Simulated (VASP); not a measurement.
Here is a VASP 6.6.1 calculation.

INCAR

```
ALGO = Normal
EDIFF = 1E-6
ENCUT = 600
GGA = PE
GGA_COMPAT = F
ISIF = 2
ISMEAR = -1
ISPIN = 2
LASPH = T
LCHARG = F
LMAXMIX = 4
LORBIT = 11
LREAL = F
LWAVE = F
MAGMOM = 0.5 0.5 0.5 0.5
NBANDS = 46
NELM = 200
NUPDOWN = 2.0
PREC = Accurate
SIGMA = 0.05
```

KPOINTS

```
k-points
0
Gamma
  10 10 3
```

Contents of POSCAR:

```
Co
1.0
    2.4705617809      0.0000000000      0.0000000000
   -1.2352808905      2.1395692639      0.0000000000
    0.0000000000      0.0000000000      8.0882338000
Co
4
Direct
    0.6666666667      0.3333333333      0.7500000000
    0.0000000000      0.0000000000      0.5000000000
    0.3333333333      0.6666666667      0.2500000000
    0.0000000000      0.0000000000      0.0000000000
```

Potentials or basis: VASP PAW PBE potentials, release 64 (Co_sv).

Launch:

```sh
$ cat potpaw_PBE.64/Co_sv/POTCAR > POTCAR
$ mpirun -np 1 vasp_std > vasp.out
```

Problem. Estimate the pressure.

Solution. -9.8 GPa.

Stress tensor (GPa, compression positive):
```
 -9.22   0.00   0.00
  0.00  -9.22   0.00
  0.00   0.00 -11.04
```

Caveat: the cell stands under tension; the total moment is fixed, so each spin has its own Fermi level.
